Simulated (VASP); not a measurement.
Crystal: MgBe2S3.

```
Mg Be S
1.0
     2.69877   -4.53234    0.00000
     2.69877    4.53234    0.00000
     0.00000    0.00000    4.18760
Mg Be S
1 2 3
Direct
  0.00000 0.00000 0.00000
  0.50000 0.00000 0.50000
  0.00000 0.50000 0.50000
  0.66109 0.33891 0.00000
  0.33891 0.66109 0.00000
  0.50000 0.50000 0.50000
```

| Property | Result |
| --- | --- |
| Program | VASP 6.6.1 |
| Task | relaxation of cell and atoms |
| Functional | PBE |
| Potentials or basis | VASP PAW PBE potentials, release 64 (Mg, Be, S) |
| Cutoff | 600 eV |
| k mesh | 4 × 4 × 4 |
| Occupations | gaussian, width 0.1 eV |
| Spin | no spin polarisation |

At the start: pressure -5.8 GPa; volume 17.07 Å³/atom.

Question: Where does the relaxation end?

Answer: Over 38 steps the energy falls by 753.3 meV/atom and the volume is 18.14 Å³/atom (+6.2 %); space group Cmmm (No. 65, to 0.05 Å).

The path:
| step | energy change (eV) | largest force (eV/Å) | pressure (GPa) | volume (Å³) |
| --- | --- | --- | --- | --- |
| 1 | 0.0000 | 1.6145 | -5.79 | 102.44 |
| 2 | -0.6044 | 1.2411 | -1.82 | 93.49 |
| 3 | -0.7830 | 0.1869 | 4.14 | 85.75 |
| 4 | -0.7878 | 0.3386 | 3.13 | 86.85 |
| 5 | -0.9025 | 0.2718 | 1.13 | 89.21 |
| 6 | -0.9163 | 0.5514 | 0.29 | 90.32 |
| 7 | -0.9833 | 0.6325 | -0.56 | 91.38 |
| 8 | -1.2297 | 0.5881 | -2.73 | 94.33 |
| 9 | -1.5559 | 0.1344 | -4.54 | 99.26 |
| 10 | -1.5591 | 0.3406 | -4.61 | 100.13 |
| 11 | -1.5618 | 0.2447 | -4.60 | 99.72 |
| 12 | -1.5797 | 0.2942 | -4.56 | 99.78 |
| 13 | -1.6244 | 0.4376 | -4.42 | 99.91 |
| 14 | -1.6710 | 0.6544 | -4.10 | 100.04 |
| 15 | -1.7488 | 0.6918 | -3.84 | 99.34 |
| 16 | -1.9667 | 0.8857 | -2.78 | 97.19 |
| 17 | -2.3083 | 1.5454 | 0.28 | 92.64 |
| 18 | -1.9251 | 3.6805 | 13.11 | 82.67 |
| 19 | -2.3565 | 2.0369 | 2.68 | 90.14 |
| 20 | -2.6012 | 2.1698 | 2.64 | 90.34 |
| 21 | -3.3108 | 2.1859 | 3.37 | 90.44 |
| 22 | -3.3543 | 0.5110 | 13.65 | 88.36 |
| 23 | -3.6462 | 1.2782 | 8.78 | 89.45 |
| 24 | -3.9679 | 0.9505 | 6.56 | 93.44 |
| 25 | -4.2650 | 0.3353 | 4.13 | 100.30 |
| 26 | -4.2058 | 0.8064 | 2.71 | 114.47 |
| 27 | -4.3162 | 0.3268 | 3.31 | 107.05 |
| 28 | -4.4545 | 0.0043 | 0.64 | 109.65 |
| 29 | -4.4871 | 0.1968 | -1.02 | 111.56 |
| 30 | -4.5034 | 0.0428 | -0.54 | 110.64 |
| 31 | -4.5067 | 0.0454 | -0.31 | 110.12 |
| 32 | -4.5103 | 0.2220 | 0.11 | 109.08 |
| 33 | -4.4692 | 0.6020 | 1.41 | 106.95 |
| 34 | -4.5105 | 0.2356 | 0.15 | 108.99 |
| 35 | -4.5172 | 0.1459 | 0.03 | 108.93 |
| 36 | -4.5186 | 0.0922 | -0.02 | 108.88 |
| 37 | -4.5187 | 0.0855 | -0.03 | 108.88 |
| 38 | -4.5198 | 0.0153 | -0.04 | 108.82 |

Final structure:
```
CELL_PARAMETERS angstrom
2.05324 -8.43638 0.00000
2.05324 8.43638 0.00000
0.00000 0.00000 3.14098
ATOMIC_POSITIONS crystal
Mg 0.00000 0.00000 0.00000
Be 0.50000 0.00000 0.50000
Be 0.00000 0.50000 0.50000
S 0.68320 0.31680 0.00000
S 0.31680 0.68320 0.00000
S 0.50000 0.50000 0.50000
```

Caveat: the k points lie up to 0.50 Å⁻¹ apart in the final cell.
